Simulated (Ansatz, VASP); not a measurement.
## Ti2SiGe2 in VASP and in Ansatz

```xyz
5
Lattice="2.9765 0.0000 0.0000 -1.4883 2.5777 0.0000 0.0000 0.0000 10.7682" Properties=species:S:1:pos:R:3 pbc="T T T"
Ti    0.0000    1.7185    2.0879
Ti    1.4883    0.8592    8.6803
Si    0.0000    0.0000    0.0000
Ge    0.0000    0.0000    4.1338
Ge    0.0000    0.0000    6.6344
```

Alike in both runs: functional PBE; k mesh 12 × 12 × 4; occupations gaussian, width 0.1 eV; no spin polarisation.

Ansatz relaxed the structure, and its values are those at the end. VASP's run is a single point on that final structure, the one shown.

|  | VASP | Ansatz |
| --- | --- | --- |
| version | VASP 6.6.1 | Ansatz 0.2.0 |
| potentials or method | VASP PAW PBE potentials, release 64 (Ti_sv, Si, Ge_d), cutoff 520 eV | scalar-relativistic, plane waves, PAW |
| valence electrons in the cell | 56 | 56 |

```tsv
	VASP	Ansatz	Ansatz less VASP
gap on the k mesh at the Fermi level (eV)	none	none	-
pressure (GPa)	0.0	0.0	-0.01
```

A gap of «none» marks a metal or a gap that the smearing closes. The functional is the same, so the differences come from potentials, cutoffs and numerics.
